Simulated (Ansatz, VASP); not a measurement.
Two plane-wave programs on Ir

File INCAR:

```
PREC = Accurate
ENCUT = 500
EDIFF = 1E-6
ISMEAR = 0
SIGMA = 0.15
LREAL = False
LASPH = True
NELM = 120
ALGO = Normal
ISIF = 2
LWAVE = False
LCHARG = False
GGA = CA
NBANDS = 14
GGA_COMPAT = False
```

The input KPOINTS:

```
Automatic mesh
0
Gamma
  8 8 8
```

File POSCAR:

```
Ir
1.0
    0.0000000000      2.0265643084      1.7225796622
    2.0265643084      0.0000000000      1.7225796622
    2.0265643084      2.0265643084      0.0000000000
Ir
1
Direct
    0.0000000000      0.0000000000      0.0000000000
```

Input for Ansatz:

```yaml
crystal:
  lattice:
    - [0.0, 2.0265643084, 1.7225796622]
    - [2.0265643084, 0.0, 1.7225796622]
    - [2.0265643084, 2.0265643084, 0.0]
  atoms:
    - { symbol: Ir, position: [0.0, 0.0, 0.0] }
basis:
  ecutwfc: 420
kpoints:
  mp_grid: { grid: [8, 8, 8] }
hamiltonian:
  xc: lda
scf:
  occupations: { method: gaussian, width: 0.15 }
output:
  forces: true
  stress: true
  eigenvalues: true
```

Alike in both runs: task single point; functional LDA; k mesh 8 × 8 × 8; occupations gaussian, width 0.15 eV; no spin polarisation.

|  | VASP | Ansatz |
| --- | --- | --- |
| version | VASP 6.6.1 | Ansatz 0.2.0 |
| potentials or method | VASP PAW LDA potentials, release 64 (Ir_sv_GW), cutoff 500 eV | scalar-relativistic, plane waves, PAW |
| valence electrons in the cell | 17 | 17 |

|  | VASP | Ansatz | Ansatz less VASP |
| --- | --- | --- | --- |
| gap on the k mesh at the Fermi level (eV) | none | none | - |
| pressure (GPa) | -4.1 | -2.3 | +1.80 |
| traceless stress, the component that is largest in VASP (GPa) | 28.28 | 28.48 | +0.201 |

LDA's correlation is that of Perdew and Zunger in VASP and of Perdew and Wang (1992) in Ansatz. A gap of «none» marks a metal or a gap that the smearing closes.

Neither program's run includes spin-orbit coupling.
